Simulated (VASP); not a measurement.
Input of a VASP 6.6.1 run:

Contents of INCAR:

```
ALGO = Fast
EDIFF = 1E-7
ENCUT = 520
GGA = PE
ISIF = 2
ISMEAR = 0
LASPH = True
LCHARG = True
LELF = True
LREAL = False
LVHAR = True
LWAVE = False
NBANDS = 14
NELM = 60
PREC = Accurate
SIGMA = 0.1
```

Contents of KPOINTS:

```
k-points
0
Gamma
  14 14 14
```

The input POSCAR:

```
AlNi
1.0
    2.8930919372      0.0000000000      0.0000000000
    0.0000000000      2.8930919372      0.0000000000
    0.0000000000      0.0000000000      2.8930919372
Al Ni
1 1
Direct
    0.5000000000      0.5000000000      0.5000000000
    0.0000000000      0.0000000000      0.0000000000
```

Potentials or basis: VASP PAW PBE potentials, release 64 (Al, Ni).

Command:

```console
$ cat potpaw_PBE.64/Al/POTCAR potpaw_PBE.64/Ni/POTCAR > POTCAR
$ mpirun -np 1 vasp_std > vasp.out
```

**Question.** What does it give for the pressure?

**Answer.** -0.1 GPa.

**Question.** What does it give for the band gap on the k mesh?

**Answer.** Zero (an odd number of electrons rules out a gap without spin polarisation).

Spin polarisation is off, so any magnetic state and its effect on volume and gap are missing.
